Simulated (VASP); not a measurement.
Runs of VASP 6.6.1 on Sb. The structure is that of space group Im-3m (No. 229), or close to it. The cells are those of the table. 

| task | cell | k mesh | cutoff (eV) | gap on the mesh (eV) | pressure (GPa) |
| --- | --- | --- | --- | --- | --- |
| single point | a = 3.283 Å, angles 109.5°, 1 atom | 16 × 16 × 16 | 520 | none | -0.1 |
| relaxation of cell and atoms | relaxed from a = 2.431 Å, angles 109.5°, 1 atom | 10 × 10 × 10 | 600 | none | -0.3 |
| single point | a = 3.290 Å, angles 109.5°, 1 atom | 10 × 10 × 10 | 520 | none | (a) |
| single point | a = 2.431 Å, angles 109.5°, 1 atom | 8 × 8 × 8 | 520 | none | 448.7 |

Alike in all rows: level PBE; potentials or basis VASP PAW PBE potentials, release 64 (Sb); no spin polarisation; smearing gaussian 0.1 eV.

Estimate the missing entries.

(a) 0.1.

Caveats: some runs use coarse meshes; spin-orbit coupling is left out, which moves the levels of the heavy elements.

A k mesh can miss the band edges, and the runs leave out spin-orbit coupling on Sb.

A gap of «none» marks levels without a gap at the run's occupations.
